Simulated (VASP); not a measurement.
# AlCd (R-3m) in VASP: further runs

AlCd is run at these levels: PBE; tasks: single point.

Program: VASP 6.6.1. These are calculated values, not measurements. Logs are shortened: lines on timing, memory, paths and dates and some standing lists are left out, and cuts for length are marked.

### 1 The cell of the first run

Symmetry: R-3m, No. 166, trigonal system. The conventional cell has a = 3.712 Å, b = 3.712 Å, c = 9.241 Å, α = 90.00°, β = 90.00°, γ = 120.00°. Within 3.5 Å of Al (site symmetry -3m) lie 6 Cd at 2.64 Å. Within 3.5 Å of Cd (site symmetry -3m) lie 6 Al at 2.64 Å.

### 2 Single point, PBE (18.38 Å³/atom)

INCAR reads:

```
SYSTEM = AlCd
  ALGO = Normal
  EDIFF = 1E-6
  ENCUT = 520
  GGA = PE
  ISIF = 2
  ISMEAR = -1
  LASPH = .True.
  LCHARG = .False.
  LREAL = .False.
  LWAVE = .False.
  NBANDS = 14
  NELM = 100
  PREC = Accurate
  SIGMA = 0.05
```

KPOINTS reads:

```
k-points
0
Gamma
  9 9 9
  0 0 0
```

POSCAR reads:

```
AlCd
1.0
    1.8560160990      1.0715713896      3.0801928787
   -1.8560160990      1.0715713896      3.0801928787
    0.0000000000     -2.1431427890      3.0801928787
Al Cd
1 1
Direct
    0.5000000000      0.5000000000      0.5000000000
    0.0000000000      0.0000000000      0.0000000000
```

Potentials or basis: VASP PAW PBE potentials, release 64 (Al, Cd).

Command:

```sh
> cat potpaw_PBE.64/Al/POTCAR potpaw_PBE.64/Cd/POTCAR > POTCAR
> mpirun -np 1 vasp_std > vasp.out
```

OUTCAR:

```text
SYSTEM = AlCd
   EDIFF = 1E-6
   ENCUT = 520
   GGA = PE
   ISIF = 2
   ISMEAR = -1
   LASPH = .True.
   LREAL = .False.
   NELM = 100
   PREC = Accurate

 ion  position               nearest neighbor table
   1  0.500  0.500  0.500-   2 2.64   2 2.64   2 2.64   2 2.64   2 2.64   2 2.64
   2  0.000  0.000  0.000-   1 2.64   1 2.64   1 2.64   1 2.64   1 2.64   1 2.64

  LATTYP: Found a trigonal (rhomboedric) cell.
 ALAT       =     3.7524191094
 COS(alpha) =     0.5107049799

  Lattice vectors:

 A1 = (   1.8560160990,   1.0715713896,   3.0801928787)
 A2 = (  -1.8560160990,   1.0715713896,   3.0801928787)
 A3 = (   0.0000000000,  -2.1431427890,   3.0801928787)

Analysis of symmetry for initial positions (statically):
=====================================================================
 Subroutine PRICEL returns:
 Original cell was already a primitive cell.

 Routine SETGRP: Setting up the symmetry group for a
 trigonal (rhombohedral) supercell.

 Subroutine GETGRP returns: Found 12 space group operations
 (whereof 12 operations were pure point group operations)
 out of a pool of 12 trial point group operations.

The static configuration has the point symmetry D_3d.

Analysis of symmetry for dynamics (positions and initial velocities):
=====================================================================
 Subroutine PRICEL returns:
 Original cell was already a primitive cell.

 Routine SETGRP: Setting up the symmetry group for a
 trigonal (rhombohedral) supercell.

 Subroutine GETGRP returns: Found 12 space group operations
 (whereof 12 operations were pure point group operations)
 out of a pool of 12 trial point group operations.

The dynamic configuration has the point symmetry D_3d.

 Subroutine INISYM returns: Found 12 space group operations
 (whereof 12 operations are pure point group operations),
 and found     1 'primitive' translations

----------------------------------------------------------------------------------------

                                     Primitive cell

  volume of cell :      36.7563

  direct lattice vectors                    reciprocal lattice vectors
     1.856016099  1.071571390  3.080192879     0.269394215  0.155534823  0.108218331
    -1.856016099  1.071571390  3.080192879    -0.269394215  0.155534823  0.108218331
     0.000000000 -2.143142789  3.080192879     0.000000000 -0.311069646  0.108218331

  length of vectors
     3.752419109  3.752419109  3.752419111     0.329356238  0.329356238  0.329356238

  position of ions in fractional coordinates (direct lattice)
     0.500000000  0.500000000  0.500000000
     0.000000000  0.000000000  0.000000000

  ion indices of the primitive-cell ions
   primitive index   ion index
                 1           1
                 2           2

----------------------------------------------------------------------------------------

 KPOINTS: k-points

Automatic generation of k-mesh.
 Grid dimensions read from file:
 generate k-points for:    9    9    9

 Generating k-lattice:

  Cartesian coordinates                     Fractional coordinates (reciprocal lattice)
     0.029932691  0.017281647  0.012024259     0.111111111  0.000000000  0.000000000
    -0.029932691  0.017281647  0.012024259     0.000000000  0.111111111  0.000000000
     0.000000000 -0.034563294  0.012024259    -0.000000000 -0.000000000  0.111111111

  Length of vectors
     0.036595138  0.036595138  0.036595138

  Shift w.r.t. Gamma in fractional coordinates (k-lattice)
     0.000000000  0.000000000  0.000000000

 Subroutine IBZKPT returns following result:
 ===========================================

 Found     85 irreducible k-points:

 Following reciprocal coordinates:
            Coordinates               Weight
  0.000000  0.000000  0.000000      1.000000
  0.111111  0.000000  0.000000      6.000000
  0.222222  0.000000 -0.000000      6.000000
  0.333333 -0.000000 -0.000000      6.000000
  0.444444  0.000000 -0.000000      6.000000
  0.111111  0.111111  0.000000      6.000000
[... 16 lines left out ...]
 -0.333333  0.333333  0.000000      6.000000
  0.444444  0.444444 -0.000000      6.000000
 [... further k-points ...]
   k-points           NKPTS =     85   k-points in BZ     NKDIM =     85   number of bands    NBANDS=     14
   number of dos      NEDOS =    301   number of ions     NIONS =      2
   total plane-waves  NPLWV =  21952
   dimension x,y,z NGX =    28 NGY =   28 NGZ =   28
   dimension x,y,z NGXF=    56 NGYF=   56 NGZF=   56
   ions per type =               1   1
   NGX,Y,Z   is equivalent  to a cutoff of  12.41, 12.41, 12.41 a.u.
   NGXF,Y,Z  is equivalent  to a cutoff of  24.81, 24.81, 24.81 a.u.
 SYSTEM =  AlCd
   PREC   = accura    normal or accurate (medium, high low for compatibility)
   ISTART =      0    job   : 0-new  1-cont  2-samecut
   ICHARG =      2    charge: 1-file 2-atom 10-const
   ISPIN  =      1    spin polarized calculation?
   LNONCOLLINEAR =      F non collinear calculations
   LSORBIT =      F    spin-orbit coupling
   LASPH  =      T    aspherical Exc in radial PAW
   ENCUT  =  520.0 eV  38.22 Ry    6.18 a.u.   6.98  6.98  6.98*2*pi/ulx,y,z
   NELM   =    100;   NELMIN=  2; NELMDL= -5     # of ELM steps
   EDIFF  = 0.1E-05   stopping-criterion for ELM
   LREAL  =      F    real-space projection
   EDIFFG = 0.1E-04   stopping-criterion for IOM
   NSW    =      0    number of steps for IOM
   IBRION =     -1    ionic relax: 0-MD 1-quasi-New 2-CG
   NFREE  =      0    steps in history (QN), initial steepest desc. (CG)
   ISIF   =      2    stress and relaxation
   ISYM   =      2    0-nonsym 1-usesym 2-fastsym
   POTIM  = 0.5000    time-step for ionic-motion
   TEBEG  =    0.0;   TEEND  =   0.0 temperature during run
   PSTRESS=    0.0 pullay stress
   NELECT =      15.0000    total number of electrons
   NUPDOWN=      -1.0000    fix difference up-down
   EMIN   =  10.00;   EMAX   =-10.00  energy-range for DOS
   EFERMI =   0.00;   METHOD = LEGACY
   ISMEAR =    -1;   SIGMA  =   0.05  broadening in eV -4-tet -1-fermi 0-gaus
   EFERMI_NEDOS =   21; number of points for ismear=-14 and -15
   IALGO  =     38    algorithm
   IMIX   =      4    mixing-type and parameters
     AMIX     =   0.40;   BMIX     =  1.00
     AMIX_MAG =   1.60;   BMIX_MAG =  1.00
  volume/ion in A,a.u.               =      18.38       124.02
  Fermi-wavevector in a.u.,A,eV,Ry     =   1.214305  2.294704 20.062301  1.474538
  Thomas-Fermi vector in A             =   2.349729
   LORBIT       =      0    0 simple, 1 ext, 2 COOP (PROOUT), +10 PAW based schemes
   GGA     = PE    functional components
   LHFCALC =     F    Hartree Fock is set to
   AEXX    =    0.0000 exact exchange contribution
   IVDW    =     0    specifies the selected vdW correction
   LEPSILON=     F    determine dielectric tensor
   LRPA    =     F    only Hartree local field effects (RPA)
 non-spin polarized calculation
  energy-cutoff  :      520.00
  volume of cell :       36.76
 maximum number of plane-waves:      1004
   NGX = 13   NGY = 13   NGZ = 13

 number of electron      14.9999994 magnetization

 Free energy of the ion-electron system (eV)
  ---------------------------------------------------
  ext. energy  EPLUGINS =         0.00000000
  ---------------------------------------------------
  free energy    TOTEN  =        -3.37772429 eV

  energy without entropy =       -3.37134254  energy(sigma->0) =       -3.37453342

 E-fermi :   5.3112     XC(G=0): -10.8014

 val. band max:        5.3104444126   @ k =   0.4444   0.4444  -0.0000
 cond. band min:       5.3244377595   @ k =  -0.4444  -0.4444   0.3333
 fundamental gap:      0.0139933469
 Fermi energy:         5.3112362509

 k-point     1 :       0.0000    0.0000    0.0000
  band No.  band energies     occupation
      1      -4.8210      2.00000
      2      -4.0883      2.00000
      3      -4.0883      2.00000
      4      -4.0372      2.00000
      5      -4.0136      2.00000
      6      -4.0136      2.00000
      7       9.0840      0.00000
      8       9.3925      0.00000
      9       9.3925      0.00000
     10      13.3145      0.00000
     11      13.6037      0.00000
     12      13.6037      0.00000
     13      14.4638      0.00000
     14      15.3237      0.00000

 k-point     2 :       0.1111    0.0000    0.0000
  band No.  band energies     occupation
      1      -4.6160      2.00000
      2      -4.1056      2.00000
      3      -4.1003      2.00000
      4      -4.0212      2.00000
      5      -4.0038      2.00000
      6      -3.9875      2.00000
      7       7.9765      0.00000
      8       9.0864      0.00000
      9       9.3412      0.00000
     10      12.7120      0.00000
     11      13.5922      0.00000
     12      13.8443      0.00000
     13      15.1346      0.00000
     14      15.1911      0.00000

 k-point     3 :       0.2222    0.0000   -0.0000
  band No.  band energies     occupation
      1      -4.2318      2.00000
      2      -4.1589      2.00000
      3      -4.1462      2.00000
      4      -3.9215      2.00000
      5      -3.9040      2.00000
      6      -3.7901      2.00000
      7       5.4740      0.07434
      8       9.0638      0.00000
      9       9.2857      0.00000
     10      11.9717      0.00000
     11      12.8711      0.00000
     12      12.9545      0.00000
     13      15.0701      0.00000
     14      15.3026      0.00000

 k-point     4 :       0.3333   -0.0000   -0.0000
  band No.  band energies     occupation
      1      -4.2218      2.00000
      2      -4.2174      2.00000
      3      -4.2023      2.00000
      4      -3.8205      2.00000
      5      -3.8011      2.00000
      6      -2.7687      2.00000
      7       2.9738      2.00000
      8       9.1969      0.00000
      9       9.3813      0.00000
     10      11.4138      0.00000
     11      11.4987      0.00000
     12      11.5680      0.00000
     13      14.7060      0.00000
     14      16.4726      0.00000

 k-point     5 :       0.4444    0.0000   -0.0000
  band No.  band energies     occupation
      1      -4.2611      2.00000
      2      -4.2459      2.00000
      3      -4.2391      2.00000
      4      -3.7526      2.00000
      5      -3.7316      2.00000
      6      -1.3165      2.00000
      7       0.7783      2.00000
      8       9.5453      0.00000
      9       9.7067      0.00000
     10      10.4612      0.00000
     11      10.5464      0.00000
[... 276 lines left out ...]
 k-point    22 :      -0.4444    0.3333    0.0000
  band No.  band energies     occupation
      1      -4.6435      2.00000
      2      -4.1555      2.00000
      3      -4.0408      2.00000
      4      -3.7920      2.00000
      5      -3.6810      2.00000
      6       0.5964      2.00000
      7       2.3366      2.00000
      8       3.1823      2.00000
      9       6.0516      0.00000
     10       8.6224      0.00000
     11      12.5678      0.00000
     12      16.3191      0.00000
     13      17.2500      0.00000
     14      18.5853      0.00000

 k-point    23 :      -0.3333    0.3333    0.0000
  band No.  band energies     occupation
      1      -4.5240      2.00000
      2      -4.1117      2.00000
      3      -4.0656      2.00000
      4      -3.8984      2.00000
      5      -3.7229      2.00000
      6       0.5309      2.00000
      7       2.2494      2.00000
      8       2.7085      2.00000
      9       6.8569      0.00000
     10       9.1337      0.00000
     11      14.8537      0.00000
     12      15.0499      0.00000
     13      16.2298      0.00000
     14      16.7398      0.00000

 k-point    24 :       0.4444    0.4444   -0.0000
  band No.  band energies     occupation
      1      -4.7920      2.00000
      2      -4.2544      2.00000
      3      -3.9412      2.00000
      4      -3.6512      2.00000
      5      -3.6476      2.00000
      6       0.0428      2.00000
      7       2.6410      2.00000
      8       5.3104      1.00792
      9       5.5217      0.02925
     10       7.2713      0.00000
     11       9.7147      0.00000
     12      19.6597      0.00000
     13      19.6719      0.00000
     14      20.3626      0.00000

 [... further k-points ...]

------------------------ aborting loop because EDIFF is reached ----------------------------------------

  FORCE on cell =-STRESS in cart. coord.  units (eV):
  Direction    XX          YY          ZZ          XY          YZ          ZX
  --------------------------------------------------------------------------------------
  -------------------------------------------------------------------------------------
  Total        4.0368591      4.0368591      4.0259207      0.0000000     -0.0000000      0.0000000
  in kB      175.9633266    175.9633261    175.4865279      0.0000000     -0.0000002      0.0000000
  external PRESSURE =     175.8043936 kB  Pullay stress =       0.0000000 kB

 VOLUME and BASIS-vectors are now :
 -----------------------------------------------------------------------------
  energy-cutoff  :      520.00
  volume of cell :       36.76
      direct lattice vectors                 reciprocal lattice vectors
     1.856016099  1.071571390  3.080192879     0.269394215  0.155534823  0.108218331
    -1.856016099  1.071571390  3.080192879    -0.269394215  0.155534823  0.108218331
     0.000000000 -2.143142789  3.080192879     0.000000000 -0.311069646  0.108218331

 POSITION                                       TOTAL-FORCE (eV/Angst)
 -----------------------------------------------------------------------------------
      0.00000     -0.00000      4.62029        -0.000000      0.000000      0.000000
      0.00000      0.00000      0.00000         0.000000     -0.000000     -0.000000
 -----------------------------------------------------------------------------------
    total drift:                                0.000000      0.000000     -0.000000

  FREE ENERGIE OF THE ION-ELECTRON SYSTEM (eV)
  ---------------------------------------------------
  free  energy   TOTEN  =        -3.3777242921 eV

  energy  without entropy=       -3.3713425413  energy(sigma->0) =       -3.37453342
```

It took 22 s on 1 thread of Intel Xeon Platinum 8488C (Sapphire Rapids), shared host; peak memory 0.18 GiB.

What came out:

* Free energy: -3.3777 eV
* Pressure: 17.6 GPa
* Band gap on the k mesh: zero (an odd number of electrons rules out a gap without spin polarisation)

Levels at points of the mesh, in eV from the Fermi level:
| k point | band 4 | band 5 | band 6 | band 7 | band 8 | band 9 | band 10 | band 11 |
| --- | --- | --- | --- | --- | --- | --- | --- | --- |
| (0.00, 0.00, 0.00) | -9.35 | -9.32 | -9.32 | 3.77 | 4.08 | 4.08 | 8.00 | 8.29 |

Caveat: the cell stands under pressure.

(Continued in part 2 of 2.)
